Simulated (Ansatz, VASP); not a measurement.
## Ba2Os: VASP beside Ansatz

File INCAR:

```
SYSTEM = Ba2Os
  PREC = Accurate
  ENCUT = 560
  EDIFF = 1E-7
  ISMEAR = 1
  SIGMA = 0.05
  LREAL = .False.
  LASPH = .True.
  NELM = 200
  ALGO = Normal
  ISIF = 3
  LWAVE = .False.
  LCHARG = .False.
  ISPIN = 2
  MAGMOM = -1 -2 4
  LORBIT = 11
  LMAXMIX = 4
  GGA = PS
  IBRION = 2
  NSW = 60
  EDIFFG = -0.01
  GGA_COMPAT = .False.
  NELMIN = 4
```

The input KPOINTS:

```
regular mesh
0
Gamma
  5 5 5
  0 0 0
```

Contents of POSCAR:

```
Ba2Os
1.0
    0.0000000000      4.1576432700      0.0000000000
    4.1576432700      0.0000000000      0.0000000000
    2.0788221400      2.0788221400     -7.3965566500
Os Ba
1 2
Direct
    0.0000000000      0.0000000000      0.0000000000
    0.3700000000      0.3700000000      0.2600000000
    0.6300000000      0.6300000000      0.7400000000
```

Input for Ansatz:

```yaml
crystal:
  lattice:
    - [0.0, 4.15764327, 0.0]
    - [4.15764327, 0.0, 0.0]
    - [2.07882214, 2.07882214, -7.39655665]
  atoms:
    - { symbol: Os, position: [0.0, 0.0, 0.0], spin: -1.0 }
    - { symbol: Ba, position: [0.37, 0.37, 0.26], spin: -2.0 }
    - { symbol: Ba, position: [0.63, 0.63, 0.74], spin: 4.0 }
  symmetry: { tolerance: 0.0003 }
kpoints:
  mp_grid: { grid: [5, 5, 5], shift: [0, 0, 0] }
magnetization:
  spin_polarized: true
scf:
  occupations: { method: methfessel_paxton, width: 0.05 }
hamiltonian:
  pseudopotentials: { kind: paw }
  xc: pbesol
basis:
  ecutwfc: 420
output:
  forces: true
  stress: true
  eigenvalues: true
relax:
  max_steps: 40
  cell: {}
accuracy: high
```

Alike in both runs: task relaxation of cell and atoms; functional PBEsol; k mesh 5 × 5 × 5; occupations methfessel-paxton of order 1, width 0.05 eV; collinear spin.

|  | VASP | Ansatz |
| --- | --- | --- |
| version | VASP 6.6.1 | Ansatz 0.2.0 |
| potentials or method | VASP PAW PBE potentials, release 64 (Os_sv_GW, Ba_sv), cutoff 560 eV | PAW plane waves |
| valence electrons in the cell | 36 | 36 |

|  | VASP | Ansatz | Ansatz less VASP |
| --- | --- | --- | --- |
| gap on the k mesh at the Fermi level, each at its own relaxed structure (eV) | none | none | - |
| net moment per atom (μB) | 0.00 | 0.03 | +0.030 |
| size of the moment on the site where the two differ most (μB) | 0.00 | 0.09 | +0.087 |
| relaxed volume (Å³/atom) | 32.03 | 31.14 | -0.891 |
| relaxed length of the cell vector where the two differ most in proportion (Å) | 3.721 | 3.667 | -0.0547 |

VASP's potentials were made for PBE, not for PBEsol. Site moments also hang on the region over which each program counts them. A gap of «none» marks a metal or a gap that the smearing closes. Ansatz's warnings: seeded moment not kept, structure snapped to symmetry.

Neither program's run includes spin-orbit coupling. Noted on VASP's run: the volume moved by over 15 % at a fixed basis, so the end points are rough.
